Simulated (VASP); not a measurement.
# WCl (R-3m) in VASP: a series of runs

Runs on WCl. Level: PBE. Tasks: single point, relaxation of cell and atoms.

All numbers are computed with VASP 6.6.1; they aren't measurements. Logs are shortened: lines on timing, memory, paths and dates and some standing lists are left out, and cuts for length are marked.

## (1) The cell of the first run

Symmetry: R-3m, No. 166, trigonal system. The conventional cell has a = 2.918 Å, b = 2.918 Å, c = 12.755 Å, α = 90.00°, β = 90.00°, γ = 120.00°. W (site symmetry -3m) has 6 Cl at 2.71 Å and 6 W at 2.92 Å within 3.6 Å. Cl (site symmetry -3m) has 6 W at 2.71 Å and 6 Cl at 2.92 Å within 3.6 Å.

The cell was built from a structure type or drawn by symmetry, and may not be a known phase.

## (2) Single point, PBE

The input, INCAR:

```
PREC = Accurate ; ENCUT = 500
EDIFF = 1E-6 ; ISMEAR = 0
SIGMA = 0.2 ; LREAL = False
LASPH = True ; NELM = 120
ALGO = Normal ; ISIF = 2
LWAVE = False ; LCHARG = False
GGA = PE ; NBANDS = 18
GGA_COMPAT = False
```

The input, KPOINTS:

```
Automatic mesh
0
Gamma
  7 7 7
```

The input, POSCAR:

```
WCl
1.0
    1.4590478602      0.8423816748      4.2516600014
   -1.4590478602      0.8423816748      4.2516600014
    0.0000000000     -1.6847633496      4.2516600014
W Cl
1 1
Direct
    0.5000000000      0.5000000000      0.5000000000
    0.0000000000      0.0000000000      0.0000000000
```

Potentials or basis: VASP PAW PBE potentials, release 64 (W_sv, Cl).

Launch:

```console
cat potpaw_PBE.64/W_sv/POTCAR potpaw_PBE.64/Cl/POTCAR > POTCAR
mpirun -np 1 vasp_std > vasp.out
```

OUTCAR:

```text
PREC = Accurate
   ENCUT = 500
   EDIFF = 1E-6
   ISMEAR = 0
   LREAL = False
   LASPH = True
   NELM = 120
   ISIF = 2
   GGA = PE

 ion  position               nearest neighbor table
   1  0.500  0.500  0.500-   2 2.71   2 2.71   2 2.71   2 2.71   2 2.71   2 2.71
   2  0.000  0.000  0.000-   1 2.71   1 2.71   1 2.71   1 2.71   1 2.71   1 2.71

  LATTYP: Found a trigonal (rhomboedric) cell.
 ALAT       =     4.5732964382
 COS(alpha) =     0.7964315988

  Lattice vectors:

 A1 = (   1.4590478602,   0.8423816748,   4.2516600014)
 A2 = (  -1.4590478602,   0.8423816748,   4.2516600014)
 A3 = (   0.0000000000,  -1.6847633496,   4.2516600014)

Analysis of symmetry for initial positions (statically):
=====================================================================
 Subroutine PRICEL returns:
 Original cell was already a primitive cell.

 Routine SETGRP: Setting up the symmetry group for a
 trigonal (rhombohedral) supercell.

 Subroutine GETGRP returns: Found 12 space group operations
 (whereof 12 operations were pure point group operations)
 out of a pool of 12 trial point group operations.

The static configuration has the point symmetry D_3d.

Analysis of symmetry for dynamics (positions and initial velocities):
=====================================================================
 Subroutine PRICEL returns:
 Original cell was already a primitive cell.

 Routine SETGRP: Setting up the symmetry group for a
 trigonal (rhombohedral) supercell.

 Subroutine GETGRP returns: Found 12 space group operations
 (whereof 12 operations were pure point group operations)
 out of a pool of 12 trial point group operations.

The dynamic configuration has the point symmetry D_3d.

 Subroutine INISYM returns: Found 12 space group operations
 (whereof 12 operations are pure point group operations),
 and found     1 'primitive' translations

----------------------------------------------------------------------------------------

                                     Primitive cell

  volume of cell :      31.3537

  direct lattice vectors                    reciprocal lattice vectors
     1.459047860  0.842381675  4.251660001     0.342689238  0.197851724  0.078400750
    -1.459047860  0.842381675  4.251660001    -0.342689238  0.197851724  0.078400750
     0.000000000 -1.684763350  4.251660001     0.000000000 -0.395703448  0.078400750

  length of vectors
     4.573296438  4.573296438  4.573296438     0.403395459  0.403395459  0.403395459

  position of ions in fractional coordinates (direct lattice)
     0.500000000  0.500000000  0.500000000
     0.000000000  0.000000000  0.000000000

  ion indices of the primitive-cell ions
   primitive index   ion index
                 1           1
                 2           2

----------------------------------------------------------------------------------------

 KPOINTS: Automatic mesh

Automatic generation of k-mesh.
 Grid dimensions read from file:
 generate k-points for:    7    7    7

 Generating k-lattice:

  Cartesian coordinates                     Fractional coordinates (reciprocal lattice)
     0.048955605  0.028264532  0.011200107     0.142857143 -0.000000000  0.000000000
    -0.048955605  0.028264532  0.011200107    -0.000000000  0.142857143  0.000000000
     0.000000000 -0.056529064  0.011200107     0.000000000  0.000000000  0.142857143

  Length of vectors
     0.057627923  0.057627923  0.057627923

  Shift w.r.t. Gamma in fractional coordinates (k-lattice)
     0.000000000  0.000000000  0.000000000

 Subroutine IBZKPT returns following result:
 ===========================================

 Found     44 irreducible k-points:

 Following reciprocal coordinates:
            Coordinates               Weight
  0.000000  0.000000  0.000000      1.000000
  0.142857  0.000000  0.000000      6.000000
  0.285714 -0.000000  0.000000      6.000000
  0.428571 -0.000000  0.000000      6.000000
  0.142857  0.142857  0.000000      6.000000
  0.285714  0.142857  0.000000     12.000000
[... 16 lines left out ...]
  0.285714  0.285714  0.142857      6.000000
  0.428571  0.285714  0.142857     12.000000
 [... further k-points ...]
   k-points           NKPTS =     44   k-points in BZ     NKDIM =     44   number of bands    NBANDS=     18
   number of dos      NEDOS =    301   number of ions     NIONS =      2
   total plane-waves  NPLWV =  46656
   dimension x,y,z NGX =    36 NGY =   36 NGZ =   36
   dimension x,y,z NGXF=    72 NGYF=   72 NGZF=   72
   ions per type =               1   1
   NGX,Y,Z   is equivalent  to a cutoff of  13.09, 13.09, 13.09 a.u.
   NGXF,Y,Z  is equivalent  to a cutoff of  26.17, 26.17, 26.17 a.u.
 SYSTEM =  unknown system
   PREC   = accura    normal or accurate (medium, high low for compatibility)
   ISTART =      0    job   : 0-new  1-cont  2-samecut
   ICHARG =      2    charge: 1-file 2-atom 10-const
   ISPIN  =      1    spin polarized calculation?
   LNONCOLLINEAR =      F non collinear calculations
   LSORBIT =      F    spin-orbit coupling
   LASPH  =      T    aspherical Exc in radial PAW
   ENCUT  =  500.0 eV  36.75 Ry    6.06 a.u.   8.34  8.34  8.34*2*pi/ulx,y,z
   NELM   =    120;   NELMIN=  2; NELMDL= -5     # of ELM steps
   EDIFF  = 0.1E-05   stopping-criterion for ELM
   LREAL  =      F    real-space projection
   EDIFFG = 0.1E-04   stopping-criterion for IOM
   NSW    =      0    number of steps for IOM
   IBRION =     -1    ionic relax: 0-MD 1-quasi-New 2-CG
   NFREE  =      0    steps in history (QN), initial steepest desc. (CG)
   ISIF   =      2    stress and relaxation
   ISYM   =      2    0-nonsym 1-usesym 2-fastsym
   POTIM  = 0.5000    time-step for ionic-motion
   TEBEG  =    0.0;   TEEND  =   0.0 temperature during run
   PSTRESS=    0.0 pullay stress
   NELECT =      21.0000    total number of electrons
   NUPDOWN=      -1.0000    fix difference up-down
   EMIN   =  10.00;   EMAX   =-10.00  energy-range for DOS
   EFERMI =   0.00;   METHOD = LEGACY
   ISMEAR =     0;   SIGMA  =   0.20  broadening in eV -4-tet -1-fermi 0-gaus
   EFERMI_NEDOS =   21; number of points for ismear=-14 and -15
   IALGO  =     38    algorithm
   IMIX   =      4    mixing-type and parameters
     AMIX     =   0.40;   BMIX     =  1.00
     AMIX_MAG =   1.60;   BMIX_MAG =  1.00
  volume/ion in A,a.u.               =      15.68       105.79
  Fermi-wavevector in a.u.,A,eV,Ry     =   1.432359  2.706766 27.914421  2.051652
  Thomas-Fermi vector in A             =   2.551995
   LORBIT       =      0    0 simple, 1 ext, 2 COOP (PROOUT), +10 PAW based schemes
   GGA     = PE    functional components
   LHFCALC =     F    Hartree Fock is set to
   AEXX    =    0.0000 exact exchange contribution
   IVDW    =     0    specifies the selected vdW correction
   LEPSILON=     F    determine dielectric tensor
   LRPA    =     F    only Hartree local field effects (RPA)
 non-spin polarized calculation
 Gauss-broadening in eV      SIGMA  =   0.20
  energy-cutoff  :      500.00
  volume of cell :       31.35
 maximum number of plane-waves:       807
 NGX is ok and might be reduce to    36

 number of electron      21.0000001 magnetization

 Free energy of the ion-electron system (eV)
  ---------------------------------------------------
  ext. energy  EPLUGINS =         0.00000000
  ---------------------------------------------------
  free energy    TOTEN  =       -12.96874163 eV

  energy without entropy =      -12.93138754  energy(sigma->0) =      -12.95006458

 E-fermi :  10.3944     XC(G=0): -12.4466

 val. band max:       10.3852434100   @ k =   0.4286   0.2857   0.1429
 cond. band min:      10.4434547433   @ k =  -0.4286   0.2857   0.1429
 fundamental gap:      0.0582113333
 Fermi energy:        10.3943874519

 k-point     1 :       0.0000    0.0000    0.0000
  band No.  band energies     occupation
      1     -64.1373      2.00000
      2     -28.6570      2.00000
      3     -27.8352      2.00000
      4     -27.8352      2.00000
      5      -9.1399      2.00000
      6       2.7546      2.00000
[... 10 lines left out ...]
     17      22.1631      0.00000
     18      22.1631      0.00000

 k-point     2 :       0.1429    0.0000    0.0000
  band No.  band energies     occupation
      1     -64.1277      2.00000
      2     -28.6376      2.00000
      3     -27.9718      2.00000
      4     -27.8669      2.00000
      5      -8.8206      2.00000
      6       2.6127      2.00000
[... 10 lines left out ...]
     17      20.9541      0.00000
     18      22.9844      0.00000

 k-point     3 :       0.2857   -0.0000    0.0000
  band No.  band energies     occupation
      1     -64.1060      2.00000
      2     -28.5936      2.00000
      3     -28.2695      2.00000
      4     -27.9374      2.00000
      5      -7.9888      2.00000
      6       2.3873      2.00000
[... 10 lines left out ...]
     17      22.3717      0.00000
     18      22.6784      0.00000

 k-point     4 :       0.4286   -0.0000    0.0000
  band No.  band energies     occupation
      1     -64.0886      2.00000
      2     -28.5584      2.00000
      3     -28.4996      2.00000
      4     -27.9932      2.00000
      5      -7.1257      2.00000
      6       1.0644      2.00000
[... 375 lines left out ...]
      4     -27.9375      2.00000
      5      -8.0300      2.00000
      6       2.4792      2.00000
[... 10 lines left out ...]
     17      22.8203      0.00000
     18      23.2946      0.00000

 k-point    23 :       0.2857    0.2857    0.1429
  band No.  band energies     occupation
      1     -64.1277      2.00000
      2     -28.6436      2.00000
      3     -27.9714      2.00000
      4     -27.8671      2.00000
      5      -8.6739      2.00000
      6       1.5489      2.00000
[... 10 lines left out ...]
     17      20.4143      0.00000
     18      21.8309      0.00000

 k-point    24 :       0.4286    0.2857    0.1429
  band No.  band energies     occupation
      1     -64.1120      2.00000
      2     -28.6116      2.00000
      3     -28.1683      2.00000
      4     -27.9380      2.00000
      5      -8.1335      2.00000
      6       1.8552      2.00000
[... 10 lines left out ...]
     17      20.2167      0.00000
     18      22.6624      0.00000

 [... further k-points ...]

------------------------ aborting loop because EDIFF is reached ----------------------------------------

  FORCE on cell =-STRESS in cart. coord.  units (eV):
  Direction    XX          YY          ZZ          XY          YZ          ZX
  --------------------------------------------------------------------------------------
  -------------------------------------------------------------------------------------
  Total        0.0203537      0.0203537      0.1422429      0.0000000      0.0000000      0.0000000
  in kB        1.0400767      1.0400767      7.2686354      0.0000000      0.0000000      0.0000000
  external PRESSURE =       3.1162629 kB  Pullay stress =       0.0000000 kB

 VOLUME and BASIS-vectors are now :
 -----------------------------------------------------------------------------
  energy-cutoff  :      500.00
  volume of cell :       31.35
      direct lattice vectors                 reciprocal lattice vectors
     1.459047860  0.842381675  4.251660001     0.342689238  0.197851724  0.078400750
    -1.459047860  0.842381675  4.251660001    -0.342689238  0.197851724  0.078400750
     0.000000000 -1.684763350  4.251660001     0.000000000 -0.395703448  0.078400750

 POSITION                                       TOTAL-FORCE (eV/Angst)
 -----------------------------------------------------------------------------------
      0.00000      0.00000      6.37749        -0.000000      0.000000      0.000000
      0.00000      0.00000      0.00000         0.000000     -0.000000     -0.000000
 -----------------------------------------------------------------------------------
    total drift:                                0.000000     -0.000000      0.000000

  FREE ENERGIE OF THE ION-ELECTRON SYSTEM (eV)
  ---------------------------------------------------
  free  energy   TOTEN  =       -12.9687416275 eV

  energy  without entropy=      -12.9313875372  energy(sigma->0) =      -12.95006458
```

Wall time 30 s (1 thread of Intel Xeon Platinum 8259CL at 2.50GHz (Skylake/Cascade Lake), shared host); peak memory 0.21 GiB.

Results:

* Free energy: -12.9687 eV
* Pressure: 0.3 GPa
* Band gap on the k mesh: zero (an odd number of electrons rules out a gap without spin polarisation)

Stress tensor (GPa, compression positive):
```
0.10 0.00 0.00
0.00 0.10 0.00
0.00 0.00 0.73
```

Levels at points of the mesh, in eV from the Fermi level:
```csv
k point,band 8,band 9,band 10,band 11,band 12,band 13,band 14,band 15
"(0.00, 0.00, 0.00)",-2.78,-2.78,-0.85,-0.85,0.86,1.18,1.18,8.25
```

Caveat: the k points lie up to 0.36 Å⁻¹ apart, too coarse for converged energies and pressures of a metal; spin-orbit coupling is left out, which moves the levels of the heavy elements; an odd number of electrons without spin polarisation forces a metal; a magnetic or distorted state may lie lower.

## (3) Relaxation of cell and atoms, PBE

This run uses another cell than the first one: it holds 4 atoms, not 2.

The input, INCAR:

```
SYSTEM = WCl
PREC = Accurate
ENCUT = 600
EDIFF = 1E-7
ISMEAR = 0
SIGMA = 0.1
LREAL = .False.
LASPH = .True.
NELM = 80
ALGO = Normal
ISIF = 3
LWAVE = .False.
LCHARG = .False.
GGA = PE
IBRION = 2
NSW = 100
EDIFFG = -0.01
```

The input, KPOINTS:

```
Automatic mesh
0
Gamma
  12 12 12
  0 0 0
```

The input, POSCAR:

```
WCl
1.0
    1.6378004059      0.9455845052      9.5785752608
   -1.6378004059      0.9455845052      9.5785752608
    0.0000000000     -1.8911690104      9.5785752608
W Cl
2 2
Direct
    0.6374447664      0.6374447664      0.6374447664
    0.3625552336      0.3625552336      0.3625552336
    0.9035559383      0.9035559383      0.9035559383
    0.0964440617      0.0964440617      0.0964440617
```

Potentials or basis: VASP PAW PBE potentials, release 64 (W_sv, Cl).

Launch:

```console
cat potpaw_PBE.64/W_sv/POTCAR potpaw_PBE.64/Cl/POTCAR > POTCAR
mpirun -np 1 vasp_std > vasp.out
```

OUTCAR:

```text
SYSTEM = WCl
   PREC = Accurate
   ENCUT = 600
   EDIFF = 1E-7
   ISMEAR = 0
   LREAL = .False.
   LASPH = .True.
   NELM = 80
   ISIF = 3
   GGA = PE
   IBRION = 2
   NSW = 100
   EDIFFG = -0.01

 ion  position               nearest neighbor table
   1  0.637  0.637  0.637-   2 2.53   2 2.53   2 2.53   3 2.70   3 2.70   3 2.70
   2  0.363  0.363  0.363-   1 2.53   1 2.53   1 2.53   4 2.70   4 2.70   4 2.70
   3  0.904  0.904  0.904-   1 2.70   1 2.70   1 2.70
   4  0.096  0.096  0.096-   2 2.70   2 2.70   2 2.70

  LATTYP: Found a trigonal (rhomboedric) cell.
 ALAT       =     9.7634842271
 COS(alpha) =     0.9437215294

  Lattice vectors:

 A1 = (   1.6378004059,   0.9455845052,   9.5785752608)
 A2 = (  -1.6378004059,   0.9455845052,   9.5785752608)
 A3 = (   0.0000000000,  -1.8911690104,   9.5785752608)

[... 261 lines left out ...]
  ---------------------------------------------------
  free energy    TOTEN  =       -29.86164001 eV

  energy without entropy =      -29.85014182  energy(sigma->0) =      -29.85589092

 E-fermi :   5.1354     XC(G=0):  -9.9234

 val. band max:        5.1275903376   @ k =  -0.2500  -0.2500   0.0833
 cond. band min:       5.1359689276   @ k =   0.3333   0.3333   0.0000
 fundamental gap:      0.0083785901
 Fermi energy:         5.1353683317

 k-point     1 :       0.0000    0.0000    0.0000
  band No.  band energies     occupation
      1     -69.2421      2.00000
      2     -69.0210      2.00000
      3     -33.8403      2.00000
      4     -33.4803      2.00000
      5     -33.4803      2.00000
      6     -32.9885      2.00000
[... 661 lines left out ...]
     24       7.7710      0.00000
     25       7.8996      0.00000

 [... further k-points ...]

------------------------ aborting loop because EDIFF is reached ----------------------------------------

  FORCE on cell =-STRESS in cart. coord.  units (eV):
  Direction    XX          YY          ZZ          XY          YZ          ZX
  --------------------------------------------------------------------------------------
  -------------------------------------------------------------------------------------
  Total        0.0201687      0.0201687     -0.0032247      0.0000000      0.0000000      0.0000000
  in kB        0.3627371      0.3627371     -0.0579961      0.0000000      0.0000000      0.0000000
  external PRESSURE =       0.2224927 kB  Pullay stress =       0.0000000 kB
[... 19 lines left out ...]
  FREE ENERGIE OF THE ION-ELECTRON SYSTEM (eV)
  ---------------------------------------------------
  free  energy   TOTEN  =       -29.8616400133 eV

  energy  without entropy=      -29.8501418186  energy(sigma->0) =      -29.85589092

 reached required accuracy - stopping structural energy minimisation
```

CONTCAR:

```text
WCl
   1.00000000000000
     1.6382397208402233    0.9458381437989767    9.5818820275228127
    -1.6382397208402233    0.9458381437989767    9.5818820275228127
     0.0000000000000000   -1.8916762875979534    9.5818820275228127
  W               Cl
     2     2
Direct
     0.6374266007512197    0.6374266007512197    0.6374266007512197
     0.3625733992487802    0.3625733992487802    0.3625733992487802
     0.9035522322758979    0.9035522322758979    0.9035522322758979
     0.0964477677241022    0.0964477677241022    0.0964477677241022

  0.00000000E+00  0.00000000E+00  0.00000000E+00
  0.00000000E+00  0.00000000E+00  0.00000000E+00
  0.00000000E+00  0.00000000E+00  0.00000000E+00
  0.00000000E+00  0.00000000E+00  0.00000000E+00
```

It took 1.8 h on 1 thread of Intel Xeon Platinum 8124M at 3.00GHz (Skylake/Cascade Lake), shared host; peak memory 1.4 GiB.

Results:

| Property | Result |
| --- | --- |
| Free energy | -29.8616 eV |
| Relaxed volume | 22.27 Å³/atom |
| Relaxed cell | a = 9.767 Å, b = 9.767 Å, c = 9.767 Å, α = 19.31°, β = 19.31°, γ = 19.31° |
| Space group after relaxing (to 0.1 Å) | R-3m (No. 166) |
| Energy gained by relaxing | 0.0 meV/atom |
| Ionic steps | 3 |
| Pressure after relaxing | 0.0 GPa |
| Largest force after relaxing | 0.009 eV/Å |
| Band gap on the k mesh | zero (bands 21 and 22 overlap by 2.00 eV) |

Forces in eV/Å, atoms in the order of the input:
```
W    0.000  0.000  0.009
W    0.000  0.000 -0.009
Cl   0.000  0.000 -0.004
Cl   0.000  0.000  0.004
```

Final structure:
```xyz
4
Lattice="1.6382 0.9458 9.5819 -1.6382 0.9458 9.5819 0.0000 -1.8917 9.5819" Properties=species:S:1:pos:R:3 pbc="T T T"
W     0.0000    0.0000   18.3232
W     0.0000    0.0000   10.4224
Cl    0.0000    0.0000   25.9732
Cl    0.0000    0.0000    2.7725
```

Levels at points of the mesh, in eV from the Fermi level:
```
           k point  band 18  band 19  band 20  band 21  band 22  band 23  band 24  band 25
(0.00, 0.00, 0.00)    -2.75    -1.77    -1.77    -1.03    -1.03     1.57     1.93     1.93
(0.50, 0.00, 0.00)    -2.26    -2.26    -0.97     0.97     1.60     1.74     2.00     2.20
(0.50, 0.50, 0.00)    -2.34    -2.28    -0.98     0.97     1.67     1.74     2.01     2.21
(0.50, 0.50, 0.50)    -2.75    -1.77    -1.77    -1.02    -1.02     1.57     1.93     1.93
```

Caveat: spin-orbit coupling is left out, which moves the levels of the heavy elements.
